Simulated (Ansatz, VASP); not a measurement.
## Two plane-wave programs on AlNi3

File INCAR:

```
SYSTEM = AlNi3
PREC = Accurate
ENCUT = 520
EDIFF = 1E-6
ISMEAR = 0
SIGMA = 0.15
LREAL = .False.
LASPH = .True.
NELM = 100
ALGO = Fast
ISIF = 2
LWAVE = .False.
LCHARG = .False.
GGA = PE
NBANDS = 24
```

File KPOINTS:

```
Automatic mesh
0
Gamma
  14 14 14
  0 0 0
```

The input POSCAR:

```
AlNi3
1.0
    0.1157981619      2.8949540479      2.8949540479
    2.8949540479      0.1157981619      2.8949540479
    2.8949540479      2.8949540479      0.1157981619
Al Ni
1 3
Direct
    0.5000000000      0.5000000000      0.5000000000
    0.2500000000      0.2500000000      0.2500000000
    0.0000000000      0.0000000000      0.0000000000
    0.7500000000      0.7500000000      0.7500000000
```

Input for Ansatz:

```yaml
crystal:
  lattice:
    - [0.1157981619, 2.8949540479, 2.8949540479]
    - [2.8949540479, 0.1157981619, 2.8949540479]
    - [2.8949540479, 2.8949540479, 0.1157981619]
  atoms:
    - { symbol: Al, position: [0.5, 0.5, 0.5] }
    - { symbol: Ni, position: [0.25, 0.25, 0.25] }
    - { symbol: Ni, position: [0.0, 0.0, 0.0] }
    - { symbol: Ni, position: [0.75, 0.75, 0.75] }
basis:
  ecutwfc: 520.0
kpoints:
  mp_grid: { grid: [14, 14, 14] }
hamiltonian:
  xc: pbe
  pseudopotentials: { kind: paw, azcp: { folder: soft_1 } }
scf:
  occupations: { method: gaussian, width: 0.15 }
output:
  forces: true
  stress: true
  eigenvalues: true
```

Alike in both runs: task single point; functional PBE; k mesh 14 × 14 × 14; occupations gaussian, width 0.15 eV; no spin polarisation.

```csv
,VASP,Ansatz
version,VASP 6.6.1,Ansatz 0.2.0
potentials or method,"VASP PAW PBE potentials, release 64 (Al, Ni), cutoff 520 eV","scalar-relativistic, plane waves, PAW"
valence electrons in the cell,33,57
```

|  | VASP | Ansatz | Ansatz less VASP |
| --- | --- | --- | --- |
| gap on the k mesh at the Fermi level (eV) | none | none | - |
| pressure (GPa) | 0.8 | 0.8 | -0.03 |
| traceless stress, the component that is largest in VASP (GPa) | -4.90 | -4.95 | -0.047 |
| rms of the force components (eV/Å) | 0.030 | 0.031 | +0.0018 |

Atom by atom the forces differ by 0.002 eV/Å (rms over components). A gap of «none» marks a metal or a gap that the smearing closes. The functional is the same, so the differences come from potentials, cutoffs and numerics. VASP's potentials hold 33 valence electrons a cell and Ansatz's 57, so a difference there can come from the potentials and not from the codes.
